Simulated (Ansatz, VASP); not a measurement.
**F: VASP beside Ansatz**

INCAR

```
SYSTEM = F
PREC = Accurate
ENCUT = 520
EDIFF = 1E-6
ISMEAR = 0
SIGMA = 0.05
LREAL = .FALSE.
LASPH = .TRUE.
NELM = 100
ALGO = Normal
ISIF = 2
LWAVE = .FALSE.
LCHARG = .FALSE.
GGA = PE
IVDW = 12
NBANDS = 22
```

File KPOINTS:

```
regular mesh
0
G
  8 8 4
  0 0 0
```

The input POSCAR:

```
F
1.0
    2.9122102217     -1.7083394628      0.3073340899
    2.9122102217      1.7083394628      0.3073340899
   -0.8070813489      0.0000000000      6.4337641213
F
4
Direct
    0.9138648456      0.5855481450      0.0939279973
    0.4144518550      0.0861351544      0.4060720027
    0.0861351544      0.4144518550      0.9060720027
    0.5855481450      0.9138648456      0.5939279973
```

Input for Ansatz:

```yaml
crystal:
  lattice:
    - [2.9122102217, -1.7083394628, 0.3073340899]
    - [2.9122102217, 1.7083394628, 0.3073340899]
    - [-0.8070813489, 0.0, 6.4337641213]
  atoms:
    - { symbol: F, position: [0.9138648456, 0.585548145, 0.0939279973] }
    - { symbol: F, position: [0.414451855, 0.0861351544, 0.4060720027] }
    - { symbol: F, position: [0.0861351544, 0.414451855, 0.9060720027] }
    - { symbol: F, position: [0.585548145, 0.9138648456, 0.5939279973] }
basis:
  ecutwfc: 520.0
kpoints:
  mp_grid: { grid: [8, 8, 4] }
hamiltonian:
  xc: pbe
  dispersion: d3bj
scf:
  occupations: { method: gaussian, width: 0.05 }
output:
  forces: true
  stress: true
  eigenvalues: true
```

Change from the starting cell: volume 16.216 Å^3 an atom, stretch along a over the lengths across it, relative to the relaxed cell 1.0835.

Alike in both runs: task single point; functional PBE; dispersion D3(BJ); k mesh 8 × 8 × 4; occupations gaussian, width 0.05 eV; no spin polarisation.

|  | VASP | Ansatz |
| --- | --- | --- |
| version | VASP 6.6.1 | Ansatz 0.2.0 |
| potentials or method | VASP PAW PBE potentials, release 64 (F), cutoff 520 eV | scalar-relativistic, plane waves, PAW |
| valence electrons in the cell | 28 | 28 |

```csv
,VASP,Ansatz,Ansatz less VASP
gap on the k mesh at the Fermi level (eV),3.75,3.83,+0.088
least direct gap on the mesh (eV),3.75,3.83,+0.088
pressure (GPa),7.3,6.7,-0.58
"traceless stress, the component that is largest in VASP (GPa)",10.64,9.05,-1.598
rms of the force components (eV/Å),1.874,1.579,-0.2949
```

Atom by atom the forces differ by 0.295 eV/Å (rms over components).
